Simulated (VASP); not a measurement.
A run of VASP 6.6.1:

INCAR

```
SYSTEM = NaScTe2
PREC = Accurate
ENCUT = 520
EDIFF = 1E-6
ISMEAR = -1
SIGMA = 0.02
LREAL = .FALSE.
LASPH = .TRUE.
NELM = 60
ALGO = Normal
ISIF = 2
LWAVE = .FALSE.
LCHARG = .FALSE.
GGA = PE
NBANDS = 23
```

KPOINTS

```
regular mesh
0
G
  6 6 4
  0 0 0
```

POSCAR

```
NaScTe2
1.0
    4.3099310190      0.0000000000      0.0000000000
    0.0000000000      4.3099310190      0.0000000000
    0.0000000000      0.0000000000      5.8991668818
Na Te Sc
1 2 1
Direct
    0.0000000000      0.0000000000      0.0000000000
    0.0000000000      0.0000000000      0.5000000000
    0.5000000000      0.5000000000      0.0000000000
    0.5000000000      0.5000000000      0.5000000000
```

Potentials or basis: VASP PAW PBE potentials, release 64 (Na_pv, Te, Sc_sv).

Run with:

```bash
$ cat potpaw_PBE.64/Na_pv/POTCAR potpaw_PBE.64/Te/POTCAR potpaw_PBE.64/Sc_sv/POTCAR > POTCAR
$ mpirun -np 1 vasp_std > vasp.out
```

Hardware: 1 thread of Intel Xeon 8259CL (shared host).

Q: Estimate the wall time of this run.

A: Wall time 100 s on 1 thread of Intel Xeon 8259CL, on a shared host, peak memory 0.26 GiB. Counts: scf iterations 16, k points 30.
